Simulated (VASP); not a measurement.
The system is Be.

```
CELL_PARAMETERS angstrom
-1.27770 1.27770 1.27770
1.27770 -1.27770 1.27770
1.27770 1.27770 -1.27770
ATOMIC_POSITIONS crystal
Be 0.00000 0.00000 0.00000
```

This isn't the form of Be at room conditions, which is hcp.

* Program: VASP 6.6.1
* Task: relaxation of cell and atoms
* Functional: RPBE
* Potentials or basis: VASP PAW PBE potentials, release 64 (Be)
* Cutoff: 380 eV
* k mesh: 16 × 16 × 16
* Occupations: methfessel-paxton of order 2, width 0.1 eV
* Spin: no spin polarisation

At the start: pressure -4.4 GPa; volume 8.34 Å³/atom.

Problem. How do energy, volume and symmetry change on relaxing?

Solution. Over 4 steps the energy falls by 4.5 meV/atom and the volume is 8.02 Å³/atom (-3.9 %); space group Im-3m (No. 229, to 0.1 Å) before and after.

Step by step:
| step | energy change (eV) | largest force (eV/Å) | pressure (GPa) | volume (Å³) |
| --- | --- | --- | --- | --- |
| 1 | 0.0000 | 0.0000 | -4.43 | 8.34 |
| 2 | -0.0045 | 0.0000 | -0.71 | 8.07 |
| 3 | -0.0046 | 0.0000 | -0.02 | 8.02 |
| 4 | -0.0045 | 0.0000 | -0.01 | 8.02 |

Final structure:
```
Be
1.0
    -1.26104    1.26104    1.26104
     1.26104   -1.26104    1.26104
     1.26104    1.26104   -1.26104
Be
1
Direct
  0.00000 0.00000 0.00000
```

Caveat: the PAW data sets were made with another functional, which shifts forces and pressure a little.
